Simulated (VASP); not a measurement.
Crystal: Al.

```
Al
1.0
     0.00000    2.01122    2.01122
     2.01122    0.00000    2.01122
     2.01122    2.01122    0.00000
Al
1
Direct
  0.00000 0.00000 0.00000
```

Base run:

```yaml
Program: VASP 6.6.1
Functional: r2SCAN
Dispersion: D3(BJ)
Potentials_or_basis: VASP PAW PBE potentials, release 64 (Al)
Cutoff: 520 eV
k_mesh: 11 × 11 × 11
Occupations: fermi-dirac, width 0.05 eV
Spin: no spin polarisation
```

Its results: pressure -3.7 GPa.

**Question.** The run is repeated on the same cell with these changes: dispersion from D3(BJ) to D4. What comes out?

**Answer.** Pressure -3.1 GPa.

Caveats: the PAW data sets were made with another functional, which shifts forces and pressure a little; pairwise dispersion overbinds metals, which lowers pressure and volume.
